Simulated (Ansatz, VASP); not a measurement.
Two plane-wave programs on AlNi3

File POSCAR:

```
AlNi3
1.0
    0.0000000000      2.5777376547      2.9139643053
    2.5777376547      0.0000000000      2.9139643053
    2.5777376547      2.5777376547      0.0000000000
Al Ni
1 3
Direct
    0.5000000000      0.5000000000      0.5000000000
    0.2500000000      0.2500000000      0.2500000000
    0.0000000000      0.0000000000      0.0000000000
    0.7500000000      0.7500000000      0.7500000000
```

File INCAR.step1:

```
PREC     = Accurate       # precision mode
ENCUT    = 520            # plane-wave cutoff, eV
ISMEAR   = 0              # smearing method
SIGMA    = 0.15           # smearing width, eV
LREAL    = False          # projectors in reciprocal space
LASPH    = True           # aspherical terms in the spheres
NELM     = 60             # most SCF steps
NBANDS   = 24             # bands
GGA      = PE             # functional
ALGO     = Normal         # electronic algorithm
EDIFF    = 1E-4           # SCF threshold, eV
LWAVE    = True           # write WAVECAR
LCHARG   = False          # write CHGCAR
```

Contents of INCAR.step2:

```
PREC     = Accurate       # precision mode
ENCUT    = 520            # plane-wave cutoff, eV
EDIFF    = 1E-6           # SCF threshold, eV
ISMEAR   = 0              # smearing method
SIGMA    = 0.15           # smearing width, eV
LREAL    = False          # projectors in reciprocal space
LASPH    = True           # aspherical terms in the spheres
NELM     = 60             # most SCF steps
ALGO     = Normal         # electronic algorithm
ISIF     = 2              # what is computed and relaxed
LWAVE    = False          # write WAVECAR
LCHARG   = False          # write CHGCAR
METAGGA  = R2SCAN         # meta-GGA
LMIXTAU  = True         
NBANDS   = 24             # bands
ISTART   = 1
```

Contents of KPOINTS:

```
regular mesh
0
Gamma
  14 14 14
```

Input for Ansatz:

```yaml
crystal:
  lattice:
    - [0.0, 2.5777376547, 2.9139643053]
    - [2.5777376547, 0.0, 2.9139643053]
    - [2.5777376547, 2.5777376547, 0.0]
  atoms:
    - { symbol: Al, position: [0.5, 0.5, 0.5] }
    - { symbol: Ni, position: [0.25, 0.25, 0.25] }
    - { symbol: Ni, position: [0.0, 0.0, 0.0] }
    - { symbol: Ni, position: [0.75, 0.75, 0.75] }
basis:
  ecutwfc: 500
kpoints:
  mp_grid: { grid: [14, 14, 14] }
hamiltonian:
  xc: r2scan
scf:
  occupations: { method: gaussian, width: 0.15 }
output:
  forces: true
  stress: true
  eigenvalues: true
```

Change from the starting cell: strain -0.080 along x and y, +0.040 along z, atoms carried along.

Alike in both runs: task single point; functional r2SCAN; k mesh 14 × 14 × 14; occupations gaussian, width 0.15 eV; no spin polarisation.

|  | VASP | Ansatz |
| --- | --- | --- |
| version | VASP 6.6.1 | Ansatz 0.2.0 |
| potentials or method | VASP PAW PBE potentials, release 64 (Al, Ni), cutoff 520 eV | scalar-relativistic, plane waves, PAW |
| valence electrons in the cell | 33 | 57 |

|  | VASP | Ansatz | Ansatz less VASP |
| --- | --- | --- | --- |
| gap on the k mesh at the Fermi level (eV) | none | none | - |
| pressure (GPa) | 34.4 | 34.4 | -0.02 |
| traceless stress, the component that is largest in VASP (GPa) | 1.64 | 1.77 | +0.138 |

VASP's potentials were made for PBE, not for r2SCAN. A gap of «none» marks a metal or a gap that the smearing closes. Both programs put the cell under a high pressure, so it lies far from rest at this level. With one functional, cell and mesh, what is left measures potentials, basis and numerics. VASP's potentials hold 33 valence electrons a cell and Ansatz's 57, so a difference there can come from the potentials and not from the codes.
